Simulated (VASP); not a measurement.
# TePb (Fm-3m) in VASP: further runs, part 2 of 2

VASP 6.6.1. The steps go on from the part before.

## (6) Relaxation of cell and atoms, LDA, target pressure 7 GPa, at which the enthalpy is minimised

This run uses another cell than the first one, of 32.49 Å³/atom, 1.020 times its volume.

INCAR

```
  ALGO = Normal
  EDIFF = 1E-6
  EDIFFG = -0.002
  ENCUT = 600
  GGA = CA
  IBRION = 2
  ISIF = 3
  ISMEAR = 0
  LASPH = True
  LCHARG = False
  LREAL = False
  LWAVE = False
  NELM = 100
  NSW = 100
  PREC = Accurate
  PSTRESS = 70.0
  SIGMA = 0.01
```

KPOINTS

```
k-points
0
Gamma
  6 6 6
```

POSCAR

```
TePb
1.0
    0.0000000000      3.1908987395      3.1908987395
    3.1908987395      0.0000000000      3.1908987395
    3.1908987395      3.1908987395      0.0000000000
Te Pb
1 1
Direct
    0.5000000000      0.5000000000      0.5000000000
    0.0000000000      0.0000000000      0.0000000000
```

Potentials or basis: VASP PAW LDA potentials, release 64 (Te, Pb_d).

Command:

```console
$ cat potpaw_LDA.64/Te/POTCAR potpaw_LDA.64/Pb_d/POTCAR > POTCAR
$ mpirun -np 1 vasp_std > vasp.out
```

OUTCAR:

```text
EDIFF = 1E-6
   EDIFFG = -0.002
   ENCUT = 600
   GGA = CA
   IBRION = 2
   ISIF = 3
   ISMEAR = 0
   LASPH = True
   LREAL = False
   NELM = 100
   NSW = 100
   PREC = Accurate
   PSTRESS = 70.0

 ion  position               nearest neighbor table
   1  0.500  0.500  0.500-   2 3.19   2 3.19   2 3.19   2 3.19   2 3.19   2 3.19
   2  0.000  0.000  0.000-   1 3.19   1 3.19   1 3.19   1 3.19   1 3.19   1 3.19

  LATTYP: Found a face centered cubic cell.
 ALAT       =     6.3817974790

  Lattice vectors:

 A1 = (   0.0000000000,   3.1908987395,   3.1908987395)
 A2 = (   3.1908987395,   0.0000000000,   3.1908987395)
 A3 = (   3.1908987395,   3.1908987395,   0.0000000000)

Analysis of symmetry for initial positions (statically):
=====================================================================
 Subroutine PRICEL returns:
 Original cell was already a primitive cell.

 Routine SETGRP: Setting up the symmetry group for a
 face centered cubic supercell.

 Subroutine GETGRP returns: Found 48 space group operations
 (whereof 48 operations were pure point group operations)
 out of a pool of 48 trial point group operations.

The static configuration has the point symmetry O_h .

Analysis of symmetry for dynamics (positions and initial velocities):
=====================================================================
 Subroutine PRICEL returns:
 Original cell was already a primitive cell.

 Routine SETGRP: Setting up the symmetry group for a
 face centered cubic supercell.

 Subroutine GETGRP returns: Found 48 space group operations
 (whereof 48 operations were pure point group operations)
 out of a pool of 48 trial point group operations.

The dynamic configuration has the point symmetry O_h .

 Subroutine INISYM returns: Found 48 space group operations
 (whereof 48 operations are pure point group operations),
 and found     1 'primitive' translations

----------------------------------------------------------------------------------------

                                     Primitive cell

  volume of cell :      64.9784

  direct lattice vectors                    reciprocal lattice vectors
     0.000000000  3.190898740  3.190898740    -0.156695665  0.156695665  0.156695665
     3.190898740  0.000000000  3.190898740     0.156695665 -0.156695665  0.156695665
     3.190898740  3.190898740  0.000000000     0.156695665  0.156695665 -0.156695665

  length of vectors
     4.512612274  4.512612274  4.512612274     0.271404853  0.271404853  0.271404853

  position of ions in fractional coordinates (direct lattice)
     0.500000000  0.500000000  0.500000000
     0.000000000  0.000000000  0.000000000

  ion indices of the primitive-cell ions
   primitive index   ion index
                 1           1
                 2           2

----------------------------------------------------------------------------------------

 KPOINTS: k-points

Automatic generation of k-mesh.
 Grid dimensions read from file:
 generate k-points for:    6    6    6

 Generating k-lattice:

  Cartesian coordinates                     Fractional coordinates (reciprocal lattice)
    -0.026115944  0.026115944  0.026115944     0.166666667  0.000000000  0.000000000
     0.026115944 -0.026115944  0.026115944     0.000000000  0.166666667  0.000000000
     0.026115944  0.026115944 -0.026115944     0.000000000  0.000000000  0.166666667

  Length of vectors
     0.045234142  0.045234142  0.045234142

  Shift w.r.t. Gamma in fractional coordinates (k-lattice)
     0.000000000  0.000000000  0.000000000

 Subroutine IBZKPT returns following result:
 ===========================================

 Found     16 irreducible k-points:

 Following reciprocal coordinates:
            Coordinates               Weight
  0.000000  0.000000  0.000000      1.000000
  0.166667  0.000000  0.000000      8.000000
  0.333333  0.000000  0.000000      8.000000
  0.500000  0.000000  0.000000      4.000000
  0.166667  0.166667  0.000000      6.000000
  0.333333  0.166667  0.000000     24.000000
[... 8 lines left out ...]
 -0.333333  0.333333  0.166667     24.000000
 -0.333333  0.500000  0.166667     12.000000
   k-points           NKPTS =     16   k-points in BZ     NKDIM =     16   number of bands    NBANDS=     14
   number of dos      NEDOS =    301   number of ions     NIONS =      2
   total plane-waves  NPLWV =  46656
   dimension x,y,z NGX =    36 NGY =   36 NGZ =   36
   dimension x,y,z NGXF=    72 NGYF=   72 NGZF=   72
   ions per type =               1   1
   NGX,Y,Z   is equivalent  to a cutoff of  13.26, 13.26, 13.26 a.u.
   NGXF,Y,Z  is equivalent  to a cutoff of  26.53, 26.53, 26.53 a.u.
 SYSTEM =  unknown system
   PREC   = accura    normal or accurate (medium, high low for compatibility)
   ISTART =      0    job   : 0-new  1-cont  2-samecut
   ICHARG =      2    charge: 1-file 2-atom 10-const
   ISPIN  =      1    spin polarized calculation?
   LNONCOLLINEAR =      F non collinear calculations
   LSORBIT =      F    spin-orbit coupling
   LASPH  =      T    aspherical Exc in radial PAW
   ENCUT  =  600.0 eV  44.10 Ry    6.64 a.u.   9.01  9.01  9.01*2*pi/ulx,y,z
   NELM   =    100;   NELMIN=  2; NELMDL= -5     # of ELM steps
   EDIFF  = 0.1E-05   stopping-criterion for ELM
   LREAL  =      F    real-space projection
   EDIFFG = -.2E-02   stopping-criterion for IOM
   NSW    =    100    number of steps for IOM
   IBRION =      2    ionic relax: 0-MD 1-quasi-New 2-CG
   NFREE  =      1    steps in history (QN), initial steepest desc. (CG)
   ISIF   =      3    stress and relaxation
   ISYM   =      2    0-nonsym 1-usesym 2-fastsym
   POTIM  = 0.5000    time-step for ionic-motion
   TEBEG  =    0.0;   TEEND  =   0.0 temperature during run
   PSTRESS=   70.0 pullay stress
   NELECT =      20.0000    total number of electrons
   NUPDOWN=      -1.0000    fix difference up-down
   EMIN   =  10.00;   EMAX   =-10.00  energy-range for DOS
   EFERMI =   0.00;   METHOD = LEGACY
   ISMEAR =     0;   SIGMA  =   0.01  broadening in eV -4-tet -1-fermi 0-gaus
   EFERMI_NEDOS =   21; number of points for ismear=-14 and -15
   IALGO  =     38    algorithm
   IMIX   =      4    mixing-type and parameters
     AMIX     =   0.40;   BMIX     =  1.00
     AMIX_MAG =   1.60;   BMIX_MAG =  1.00
  volume/ion in A,a.u.               =      32.49       219.25
  Fermi-wavevector in a.u.,A,eV,Ry     =   1.105338  2.088786 16.623222  1.221772
  Thomas-Fermi vector in A             =   2.241824
   LORBIT       =      0    0 simple, 1 ext, 2 COOP (PROOUT), +10 PAW based schemes
   GGA     = CA    functional components
   LHFCALC =     F    Hartree Fock is set to
   AEXX    =    0.0000 exact exchange contribution
   IVDW    =     0    specifies the selected vdW correction
   LEPSILON=     F    determine dielectric tensor
   LRPA    =     F    only Hartree local field effects (RPA)
 conjugate gradient relaxation of ions
 non-spin polarized calculation
 Gauss-broadening in eV      SIGMA  =   0.01
  energy-cutoff  :      600.00
  volume of cell :       64.98
 maximum number of plane-waves:      2200
   NGX = 17   NGY = 17   NGZ = 17

--------------------------------------- Ionic step        1  -------------------------------------------

 number of electron      19.9999999 magnetization

 Free energy of the ion-electron system (eV)
  ---------------------------------------------------
  ext. energy  EPLUGINS =         0.00000000
  ---------------------------------------------------
  free energy    TOTEN  =        -8.77571787 eV

  energy without entropy =       -8.77571787  energy(sigma->0) =       -8.77571787

 E-fermi :   5.9633     XC(G=0):  -9.7399

 val. band max:        5.9204693967   @ k =   0.5000   0.0000   0.0000
 cond. band min:       6.4757555585   @ k =   0.5000   0.0000   0.0000
 fundamental gap:      0.5552861618
 Fermi energy:         5.9633211463

 k-point     1 :       0.0000    0.0000    0.0000
  band No.  band energies     occupation
      1     -10.8280      2.00000
      2     -10.8280      2.00000
      3     -10.8111      2.00000
      4     -10.8111      2.00000
      5     -10.8111      2.00000
      6      -6.4607      2.00000
      7       0.3342      2.00000
      8       4.4225      2.00000
      9       4.4225      2.00000
     10       4.4225      2.00000
     11       9.9410      0.00000
     12       9.9410      0.00000
     13       9.9410      0.00000
     14      11.6074      0.00000
[... 516 lines left out ...]
  enthalpy is  TOTEN    =        -6.0944577504 eV   P V=        2.5471802256

--------------------------------------- Ionic step        8  -------------------------------------------

 number of electron      20.0000002 magnetization

 Free energy of the ion-electron system (eV)
  ---------------------------------------------------
  ext. energy  EPLUGINS =         0.00000000
  ---------------------------------------------------
  free energy    TOTEN  =        -8.64107666 eV

  energy without entropy =       -8.64107666  energy(sigma->0) =       -8.64107666

 E-fermi :   7.5806     XC(G=0): -10.2301

 val. band max:        7.5382998107   @ k =   0.5000   0.0000   0.0000
 cond. band min:       7.8081525556   @ k =   0.5000   0.0000   0.0000
 fundamental gap:      0.2698527449
 Fermi energy:         7.5805667843

 k-point     1 :       0.0000    0.0000    0.0000
  band No.  band energies     occupation
      1      -9.5349      2.00000
      2      -9.5349      2.00000
      3      -9.5074      2.00000
      4      -9.5074      2.00000
      5      -9.5074      2.00000
      6      -5.9174      2.00000
      7       2.2095      2.00000
      8       5.5296      2.00000
      9       5.5296      2.00000
     10       5.5296      2.00000
     11      11.5949      0.00000
     12      11.5949      0.00000
     13      11.5949      0.00000
     14      12.8984      0.00000
[... 282 lines left out ...]
  FREE ENERGIE OF THE ION-ELECTRON SYSTEM (eV)
  ---------------------------------------------------
  free  energy   TOTEN  =        -8.6410766617 eV

  energy  without entropy=       -8.6410766617  energy(sigma->0) =       -8.64107666

  enthalpy is  TOTEN    =        -6.0944573590 eV   P V=        2.5466193027

 reached required accuracy - stopping structural energy minimisation
```

CONTCAR:

```text
TePb
   1.00000000000000
     0.0000000000000000    3.0773875404426576    3.0773875404426576
     3.0773875404426576   -0.0000000000000000    3.0773875404426576
     3.0773875404426576    3.0773875404426576   -0.0000000000000000
  Te              Pb
     1     1
Direct
     0.5000000000000000    0.5000000000000000    0.5000000000000000
     0.0000000000000000    0.0000000000000000    0.0000000000000000

  0.00000000E+00  0.00000000E+00  0.00000000E+00
  0.00000000E+00  0.00000000E+00  0.00000000E+00
```

Wall time 40 s (1 thread of Intel Xeon 6975P-C (Granite Rapids), shared host); peak memory 0.17 GiB.

Results:

```yaml
Free_energy: -8.6411 eV
Relaxed_volume: 29.14 Å³/atom
Relaxed_cell: a = 4.352 Å, b = 4.352 Å, c = 4.352 Å, α = 60.00°, β = 60.00°, γ = 60.00°
Space_group_after_relaxing_to_0.05_Å: Fm-3m (No. 225)
Energy_change_on_relaxing_the_enthalpy_is_what_falls: +67.3 meV/atom
Ionic_steps: 8
Pressure_after_relaxing: 7.0 GPa
Band_gap_on_the_k_mesh: 0.27 eV, direct
```

The path:
```tsv
step	energy change (eV)	largest force (eV/Å)	pressure (GPa)	volume (Å³)
1	0.0000	0.0000	0.09	64.98
2	0.5379	0.0000	16.56	52.67
3	0.1283	0.0000	6.82	58.43
4	0.1337	0.0000	6.92	58.31
5	0.1394	0.0000	7.09	58.18
6	0.1336	0.0000	6.97	58.31
7	0.1341	0.0000	6.99	58.30
8	0.1346	0.0000	7.00	58.29
```

Final structure:
```cif
data_structure
_symmetry_space_group_name_H-M 'P 1'
_symmetry_Int_Tables_number 1
_cell_length_a 4.3521
_cell_length_b 4.3521
_cell_length_c 4.3521
_cell_angle_alpha 60.000
_cell_angle_beta 60.000
_cell_angle_gamma 60.000
_cell_volume 58.29
loop_
_atom_site_label
_atom_site_type_symbol
_atom_site_fract_x
_atom_site_fract_y
_atom_site_fract_z
_atom_site_occupancy
Te1 Te 0.50000 0.50000 0.50000 1
Pb1 Pb 0.00000 0.00000 0.00000 1
```

Caveat: the cell is relaxed towards a set pressure, so the enthalpy falls and the energy may rise; spin-orbit coupling is left out, which moves the levels of the heavy elements. A k mesh can miss the band edges.

## (7) The runs side by side

```csv
task,cell,cutoff (eV),gap on the mesh (eV),pressure (GPa)
single point,"a = 4.483 Å, angles 60.0°, 2 atoms",520,0.51,1.1
relaxation of cell and atoms,"relaxed to 1 GPa from a = 4.513 Å, angles 60.0°, 2 atoms",600,0.51,1.0
relaxation of cell and atoms,"relaxed to 2 GPa from a = 4.513 Å, angles 60.0°, 2 atoms",600,0.47,2.0
relaxation of cell and atoms,"relaxed to 4 GPa from a = 4.513 Å, angles 60.0°, 2 atoms",600,0.39,4.0
relaxation of cell and atoms,"relaxed to 7 GPa from a = 4.513 Å, angles 60.0°, 2 atoms",600,0.27,7.0
```

Alike in all rows: level LDA; potentials or basis VASP PAW LDA potentials, release 64 (Te, Pb_d); no spin polarisation; k mesh 6 × 6 × 6; smearing gaussian 0.01 eV.

Caveats: spin-orbit coupling is left out, which moves the levels of the heavy elements; the cell is relaxed towards a set pressure, so the enthalpy falls and the energy may rise (some runs).

Absolute energies hang on the potentials; compare differences alone.
